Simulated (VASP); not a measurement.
Input of a VASP 6.6.1 run:

File INCAR:

```
PREC     = Accurate       # precision mode
ENCUT    = 600            # plane-wave cutoff, eV
EDIFF    = 1E-6           # SCF threshold, eV
ISMEAR   = -1             # smearing method
SIGMA    = 0.05           # smearing width, eV
LREAL    = F              # projectors in reciprocal space
LASPH    = T              # aspherical terms in the spheres
NELM     = 60             # most SCF steps
ALGO     = Normal         # electronic algorithm
ISIF     = 3              # what is computed and relaxed
LWAVE    = F              # write WAVECAR
LCHARG   = F              # write CHGCAR
GGA      = RP             # functional
IVDW     = 12             # dispersion correction
IBRION   = 2              # ionic algorithm
NSW      = 60             # ionic steps
EDIFFG   = -0.01          # ionic threshold
```

KPOINTS

```
Automatic mesh
0
Gamma
  7 7 7
```

POSCAR

```
TePb
1.0
    4.0022870000      0.0000000000      0.0000000000
    0.0000000000      4.0022870000      0.0000000000
    0.0000000000      0.0000000000      4.0022870000
Pb Te
1 1
Direct
    0.0000000000      0.0000000000      0.0000000000
    0.5000000000      0.5000000000      0.5000000000
```

Potentials or basis: VASP PAW PBE potentials, release 64 (Pb_d, Te).

Run with:

```console
$ cat potpaw_PBE.64/Pb_d/POTCAR potpaw_PBE.64/Te/POTCAR > POTCAR
$ mpirun -np 1 vasp_std > vasp.out
```

(1) What does it give for the relaxed volume?

(2) Estimate the dispersion energy per atom.

(3) Predict the band gap on the k mesh.

(4) Predict the relaxed cell.

Results:

(1) 22.11 Å³/atom.

(2) -3.571 eV.

(3) zero (bands 10 and 11 overlap by 2.34 eV).

(4) a = 3.536 Å, b = 3.536 Å, c = 3.536 Å, α = 90.00°, β = 90.00°, γ = 90.00°.

Caveat: the volume moved by over 15 % at a fixed basis, so the end points are rough; the PAW data sets were made with another functional, which shifts forces and pressure a little; spin-orbit coupling is left out, which moves the levels of the heavy elements.
